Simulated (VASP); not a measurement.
Write the native input for VASP 6.6.1 that does the following.

* Task: single point
* Functional: PBEsol
* Dispersion: D3(BJ)
* Potentials or basis: VASP PAW PBE potentials, release 64 (C)
* Cutoff: 520 eV
* k mesh: 21 × 21 × 8
* Occupations: gaussian, width 0.15 eV
* Spin: no spin polarisation
* Dipole correction: no
* Further INCAR settings: ALGO = Normal; EDIFF = 1e-06; NBANDS = 16

The structure of C lies in POSCAR:

```
C
1.0
    2.4346891222      0.0000000000      0.0000000000
   -1.2173445611      2.1085026301      0.0000000000
    0.0000000000      0.0000000000      6.0628628520
C
4
Direct
    0.0000000000      0.0000000000      0.0025000000
    0.0000000000      0.0000000000      0.5025000000
    0.3333333333      0.6666666667      0.0025000000
    0.6666666667      0.3333333333      0.5025000000
```

This cell differs from its parent crystal: volume 7.781 Å^3 an atom, c/a of the conventional cell 2.4902.

The input as run:

INCAR

```
ALGO     = Normal         # electronic algorithm
EDIFF    = 1E-6           # SCF threshold, eV
ENCUT    = 520            # plane-wave cutoff, eV
GGA      = PS             # functional
ISIF     = 2              # what is computed and relaxed
ISMEAR   = 0              # smearing method
IVDW     = 12             # dispersion correction
LASPH    = True           # aspherical terms in the spheres
LCHARG   = False          # write CHGCAR
LREAL    = False          # projectors in reciprocal space
LWAVE    = False          # write WAVECAR
NBANDS   = 16             # bands
NELM     = 100            # most SCF steps
PREC     = Accurate       # precision mode
SIGMA    = 0.15           # smearing width, eV
```

KPOINTS

```
k-points
0
Gamma
  21 21 8
```

Potentials or basis: VASP PAW PBE potentials, release 64 (C).

The run is started by

```console
$ cat potpaw_PBE.64/C/POTCAR > POTCAR
$ mpirun -np 1 vasp_std > vasp.out
```

Results of the run:

```yaml
Pressure: 12.1 GPa
Band_gap_on_the_k_mesh: zero (band 8 reaches 5.77 eV, above the bottom of band 9 at 5.68 eV)
Dispersion_energy_per_atom: -0.121 eV
```

Caveat: the PAW data sets were made with another functional, which shifts forces and pressure a little; pairwise dispersion overbinds metals, which lowers pressure and volume.

It took 39 s on 1 thread of Intel(R) Xeon(R) 6975P-C (Granite Rapids) (shared host), peak memory 0.21 GiB.
